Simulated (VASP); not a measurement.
# MgO (P-6m2) in VASP: a series of runs

Runs on MgO. Level: r2SCAN. Tasks: single point.

Program: VASP 6.6.1. These are calculated values, not measurements. Logs are shortened: lines on timing, memory, paths and dates and some standing lists are left out, and cuts for length are marked.

## (1) The cell of the first run

The structure is hexagonal, space group P-6m2 (No. 187). Conventional cell: a = 2.964 Å, b = 2.964 Å, c = 2.703 Å, α = 90.00°, β = 90.00°, γ = 120.00°. Mg (site symmetry -6m2) has 6 O at 2.18 Å and 2 Mg at 2.70 Å within 2.9 Å. Within 2.9 Å of O (site symmetry -6m2) lie 6 Mg at 2.18 Å and 2 O at 2.70 Å.

## (2) Single point, r2SCAN

POSCAR

```
MgO
1.0
    2.9639079814      0.0000000000      0.0000000000
   -1.4819534863      2.5668197851      0.0000000000
    0.0000000000      0.0000000000      2.7032907320
Mg O
1 1
Direct
    0.0000000000      0.0000000000      0.0000000000
    0.3333333333      0.6666666667      0.5000000000
```

INCAR.step1

```
  PREC = Accurate
  ENCUT = 520
  ISMEAR = 0
  SIGMA = 0.01
  LREAL = F
  LASPH = T
  NELM = 80
  NBANDS = 11
  GGA = PE
  ALGO = Normal
  EDIFF = 1E-4
  LWAVE = T
  LCHARG = F
```

INCAR.step2

```
  PREC = Accurate
  ENCUT = 520
  EDIFF = 1E-6
  ISMEAR = 0
  SIGMA = 0.01
  LREAL = F
  LASPH = T
  NELM = 80
  ALGO = Normal
  ISIF = 2
  LWAVE = F
  LCHARG = F
  METAGGA = R2SCAN
  LMIXTAU = T
  NBANDS = 11
  ISTART = 1
```

KPOINTS

```
regular mesh
0
Gamma
  12 12 8
```

Potentials or basis: VASP PAW PBE potentials, release 64 (Mg, O).

Launch:

```sh
$ cat potpaw_PBE.64/Mg/POTCAR potpaw_PBE.64/O/POTCAR > POTCAR
$ cp INCAR.step1 INCAR
$ mpirun -np 1 vasp_std > vasp.out
$ cp INCAR.step2 INCAR
$ mpirun -np 1 vasp_std > vasp.out
```

OUTCAR:

```text
PREC = Accurate
   ENCUT = 520
   EDIFF = 1E-6
   ISMEAR = 0
   LREAL = F
   LASPH = T
   NELM = 80
   ISIF = 2
   METAGGA = R2SCAN
   ISTART = 1

 ion  position               nearest neighbor table
   1  0.000  0.000  0.000-   2 2.18   2 2.18   2 2.18   2 2.18   2 2.18   2 2.18
   2  0.333  0.667  0.500-   1 2.18   1 2.18   1 2.18   1 2.18   1 2.18   1 2.18

  LATTYP: Found a hexagonal cell.
 ALAT       =     2.9639079814
 C/A-ratio  =     0.9120697231

  Lattice vectors:

 A1 = (   2.9639079814,   0.0000000000,   0.0000000000)
 A2 = (  -1.4819534863,   2.5668197851,   0.0000000000)
 A3 = (   0.0000000000,   0.0000000000,   2.7032907320)

Analysis of symmetry for initial positions (statically):
=====================================================================
 Subroutine PRICEL returns:
 Original cell was already a primitive cell.

 Routine SETGRP: Setting up the symmetry group for a
 hexagonal supercell.

 Subroutine GETGRP returns: Found 12 space group operations
 (whereof 12 operations were pure point group operations)
 out of a pool of 24 trial point group operations.

The static configuration has the point symmetry D_3h.

Analysis of symmetry for dynamics (positions and initial velocities):
=====================================================================
 Subroutine PRICEL returns:
 Original cell was already a primitive cell.

 Routine SETGRP: Setting up the symmetry group for a
 hexagonal supercell.

 Subroutine GETGRP returns: Found 12 space group operations
 (whereof 12 operations were pure point group operations)
 out of a pool of 24 trial point group operations.

The dynamic configuration has the point symmetry D_3h.

 Subroutine INISYM returns: Found 12 space group operations
 (whereof 12 operations are pure point group operations),
 and found     1 'primitive' translations

----------------------------------------------------------------------------------------

                                     Primitive cell

  volume of cell :      20.5661

  direct lattice vectors                    reciprocal lattice vectors
     2.963907981  0.000000000  0.000000000     0.337392391  0.194793508  0.000000000
    -1.481953486  2.566819785  0.000000000     0.000000000  0.389587148  0.000000000
     0.000000000  0.000000000  2.703290732     0.000000000  0.000000000  0.369919516

  length of vectors
     2.963907981  2.963907884  2.703290732     0.389587135  0.389587148  0.369919516

  position of ions in fractional coordinates (direct lattice)
     0.000000000  0.000000000  0.000000000
     0.333333333  0.666666667  0.500000000

  ion indices of the primitive-cell ions
   primitive index   ion index
                 1           1
                 2           2

----------------------------------------------------------------------------------------

 KPOINTS: regular mesh

Automatic generation of k-mesh.
 Grid dimensions read from file:
 generate k-points for:   12   12    8

 Generating k-lattice:

  Cartesian coordinates                     Fractional coordinates (reciprocal lattice)
     0.028116033  0.016232792  0.000000000     0.083333333  0.000000000  0.000000000
     0.000000000  0.032465596  0.000000000     0.000000000  0.083333333  0.000000000
     0.000000000  0.000000000  0.046239940     0.000000000  0.000000000  0.125000000

  Length of vectors
     0.032465595  0.032465596  0.046239940

  Shift w.r.t. Gamma in fractional coordinates (k-lattice)
     0.000000000  0.000000000  0.000000000

 Subroutine IBZKPT returns following result:
 ===========================================

 Found     95 irreducible k-points:

 Following reciprocal coordinates:
            Coordinates               Weight
  0.000000  0.000000  0.000000      1.000000
  0.083333  0.000000  0.000000      6.000000
  0.166667  0.000000  0.000000      6.000000
  0.250000  0.000000  0.000000      6.000000
  0.333333  0.000000  0.000000      6.000000
  0.416667  0.000000  0.000000      6.000000
[... 16 lines left out ...]
  0.250000  0.000000  0.125000     12.000000
  0.333333  0.000000  0.125000     12.000000
 [... further k-points ...]
   k-points           NKPTS =     95   k-points in BZ     NKDIM =     95   number of bands    NBANDS=     11
   number of dos      NEDOS =    301   number of ions     NIONS =      2
   total plane-waves  NPLWV =  11520
   dimension x,y,z NGX =    24 NGY =   24 NGZ =   20
   dimension x,y,z NGXF=    48 NGYF=   48 NGZF=   40
   ions per type =               1   1
   NGX,Y,Z   is equivalent  to a cutoff of  13.46, 13.46, 12.30 a.u.
   NGXF,Y,Z  is equivalent  to a cutoff of  26.92, 26.92, 24.60 a.u.
 SYSTEM =  unknown system
   PREC   = accura    normal or accurate (medium, high low for compatibility)
   ISTART =      1    job   : 0-new  1-cont  2-samecut
   ICHARG =      0    charge: 1-file 2-atom 10-const
   ISPIN  =      1    spin polarized calculation?
   LNONCOLLINEAR =      F non collinear calculations
   LSORBIT =      F    spin-orbit coupling
   LASPH  =      T    aspherical Exc in radial PAW
   ENCUT  =  520.0 eV  38.22 Ry    6.18 a.u.   5.51  5.51  5.03*2*pi/ulx,y,z
   NELM   =     80;   NELMIN=  2; NELMDL=  0     # of ELM steps
   EDIFF  = 0.1E-05   stopping-criterion for ELM
   LREAL  =      F    real-space projection
   EDIFFG = 0.1E-04   stopping-criterion for IOM
   NSW    =      0    number of steps for IOM
   IBRION =     -1    ionic relax: 0-MD 1-quasi-New 2-CG
   NFREE  =      0    steps in history (QN), initial steepest desc. (CG)
   ISIF   =      2    stress and relaxation
   ISYM   =      2    0-nonsym 1-usesym 2-fastsym
   POTIM  = 0.5000    time-step for ionic-motion
   TEBEG  =    0.0;   TEEND  =   0.0 temperature during run
   PSTRESS=    0.0 pullay stress
   NELECT =       8.0000    total number of electrons
   NUPDOWN=      -1.0000    fix difference up-down
   EMIN   =  10.00;   EMAX   =-10.00  energy-range for DOS
   EFERMI =   0.00;   METHOD = LEGACY
   ISMEAR =     0;   SIGMA  =   0.01  broadening in eV -4-tet -1-fermi 0-gaus
   EFERMI_NEDOS =   21; number of points for ismear=-14 and -15
   IALGO  =     38    algorithm
   IMIX   =      4    mixing-type and parameters
     AMIX     =   0.40;   BMIX     =  1.00
     AMIX_MAG =   1.60;   BMIX_MAG =  1.00
  volume/ion in A,a.u.               =      10.28        69.39
  Fermi-wavevector in a.u.,A,eV,Ry     =   1.195053  2.258323 19.431187  1.428152
  Thomas-Fermi vector in A             =   2.331028
   LORBIT       =      0    0 simple, 1 ext, 2 COOP (PROOUT), +10 PAW based schemes
   METAGGA = R2SCAN    functional components
   LHFCALC =     F    Hartree Fock is set to
   AEXX    =    0.0000 exact exchange contribution
   IVDW    =     0    specifies the selected vdW correction
   LEPSILON=     F    determine dielectric tensor
   LRPA    =     F    only Hartree local field effects (RPA)
 non-spin polarized calculation
 Gauss-broadening in eV      SIGMA  =   0.01
  energy-cutoff  :      520.00
  volume of cell :       20.57
 maximum number of plane-waves:       575
 NGX is ok and might be reduce to    24
   NGX = 11   NGY = 11   NGZ = 11

 number of electron       7.9999999 magnetization

 Free energy of the ion-electron system (eV)
  ---------------------------------------------------
  ext. energy  EPLUGINS =         0.00000000
  ---------------------------------------------------
  free energy    TOTEN  =       -15.37176133 eV

  energy without entropy =      -15.37176133  energy(sigma->0) =      -15.37176133

 E-fermi :   2.8422     XC(G=0): -11.0862

 val. band max:        2.7555569461   @ k =   0.3333   0.3333   0.0000
 cond. band min:       6.3122141510   @ k =   0.0000   0.0000   0.0000
 fundamental gap:      3.5566572049
 Fermi energy:         2.8422273793

 k-point     1 :       0.0000    0.0000    0.0000
  band No.  band energies     occupation
      1     -15.5060      2.00000
      2       2.1502      2.00000
      3       2.1502      2.00000
      4       2.3506      2.00000
      5       6.3122      0.00000
      6      15.5390      0.00000
      7      19.0971      0.00000
      8      19.0971      0.00000
      9      23.5453      0.00000
     10      24.5363      0.00000
     11      26.3118      0.00000

 k-point     2 :       0.0833    0.0000    0.0000
  band No.  band energies     occupation
      1     -15.4491      2.00000
      2       1.6976      2.00000
      3       2.0979      2.00000
      4       2.3732      2.00000
      5       6.7535      0.00000
      6      15.5468      0.00000
      7      18.3791      0.00000
      8      19.2834      0.00000
      9      24.4052      0.00000
     10      24.4527      0.00000
     11      26.3963      0.00000

 k-point     3 :       0.1667    0.0000    0.0000
  band No.  band energies     occupation
      1     -15.2893      2.00000
      2       0.7266      2.00000
      3       1.9589      2.00000
      4       2.4358      2.00000
      5       7.6940      0.00000
      6      15.2790      0.00000
      7      17.5816      0.00000
      8      19.7791      0.00000
      9      24.0346      0.00000
     10      24.7819      0.00000
     11      26.8014      0.00000

 k-point     4 :       0.2500    0.0000    0.0000
  band No.  band energies     occupation
      1     -15.0604      2.00000
      2      -0.3152      2.00000
      3       1.7771      2.00000
      4       2.5235      2.00000
      5       8.6860      0.00000
      6      14.5657      0.00000
      7      17.4642      0.00000
      8      20.4108      0.00000
      9      23.5047      0.00000
     10      24.4971      0.00000
     11      27.5799      0.00000

 k-point     5 :       0.3333    0.0000    0.0000
  band No.  band energies     occupation
      1     -14.8165      2.00000
      2      -1.2037      2.00000
      3       1.6038      2.00000
      4       2.6138      2.00000
      5       9.4764      0.00000
      6      14.0281      0.00000
      7      17.3372      0.00000
      8      20.9667      0.00000
      9      22.9570      0.00000
     10      24.6908      0.00000
     11      28.9097      0.00000
[... 211 lines left out ...]
 k-point    21 :       0.0833    0.0000    0.1250
  band No.  band energies     occupation
      1     -15.3225      2.00000
      2       1.2703      2.00000
      3       1.9023      2.00000
      4       2.1680      2.00000
      5       7.5095      0.00000
      6      15.6187      0.00000
      7      18.6274      0.00000
      8      19.4764      0.00000
      9      23.6895      0.00000
     10      24.9761      0.00000
     11      25.4290      0.00000

 k-point    22 :       0.1667    0.0000    0.1250
  band No.  band energies     occupation
      1     -15.1680      2.00000
      2       0.7350      2.00000
      3       1.6525      2.00000
      4       2.0286      2.00000
      5       8.3237      0.00000
      6      15.3569      0.00000
      7      17.8702      0.00000
      8      19.9155      0.00000
      9      22.3953      0.00000
     10      25.6244      0.00000
     11      26.2467      0.00000

 k-point    23 :       0.2500    0.0000    0.1250
  band No.  band energies     occupation
      1     -14.9466      2.00000
      2      -0.2042      2.00000
      3       1.7492      2.00000
      4       1.8462      2.00000
      5       9.1792      0.00000
      6      14.6673      0.00000
      7      17.8228      0.00000
      8      20.4257      0.00000
      9      21.2900      0.00000
     10      26.1141      0.00000
     11      26.8959      0.00000

 k-point    24 :       0.3333    0.0000    0.1250
  band No.  band energies     occupation
      1     -14.7112      2.00000
      2      -1.0514      2.00000
      3       1.6723      2.00000
      4       1.8920      2.00000
      5       9.8361      0.00000
      6      14.0726      0.00000
      7      17.8159      0.00000
      8      20.7185      0.00000
      9      20.8050      0.00000
     10      26.9143      0.00000
     11      27.4403      0.00000

 [... further k-points ...]
[... 5 lines left out ...]
  --------------------------------------------------------------------------------------
  -------------------------------------------------------------------------------------
  Total       -1.1426423     -1.1426425     -1.3851085     -0.0000002      0.0000000      0.0000000
  in kB      -89.0159941    -89.0160065   -107.9049864     -0.0000175      0.0000000      0.0000000
  external PRESSURE =     -95.3123290 kB  Pullay stress =       0.0000000 kB

 VOLUME and BASIS-vectors are now :
 -----------------------------------------------------------------------------
  energy-cutoff  :      520.00
  volume of cell :       20.57
      direct lattice vectors                 reciprocal lattice vectors
     2.963907981  0.000000000  0.000000000     0.337392391  0.194793508  0.000000000
    -1.481953486  2.566819785  0.000000000     0.000000000  0.389587148  0.000000000
     0.000000000  0.000000000  2.703290732     0.000000000  0.000000000  0.369919516

 POSITION                                       TOTAL-FORCE (eV/Angst)
 -----------------------------------------------------------------------------------
      0.00000      0.00000      0.00000        -0.000000     -0.000000      0.000000
      0.00000      1.71121      1.35165         0.000000      0.000000      0.000000
 -----------------------------------------------------------------------------------
    total drift:                                0.000011     -0.000004     -0.000000

  FREE ENERGIE OF THE ION-ELECTRON SYSTEM (eV)
  ---------------------------------------------------
  free  energy   TOTEN  =       -15.3717613290 eV

  energy  without entropy=      -15.3717613290  energy(sigma->0) =      -15.37176133
```

Run time: 62 s. Hardware: 1 thread of AMD EPYC 7R13 (Zen 3), shared host; peak memory 0.12 GiB.

Results:

| Property | Result |
| --- | --- |
| Free energy | -15.3718 eV |
| Pressure | -9.5 GPa |
| Band gap on the k mesh | 3.56 eV, indirect (least direct gap 3.96 eV) |

Stress tensor (GPa, compression positive):
```
 -8.90   0.00   0.00
  0.00  -8.90   0.00
  0.00   0.00 -10.79
```

Caveat: the PAW data sets were made with another functional, which shifts forces and pressure a little. A k mesh can miss the band edges.

(Continued in part 2 of 2.)
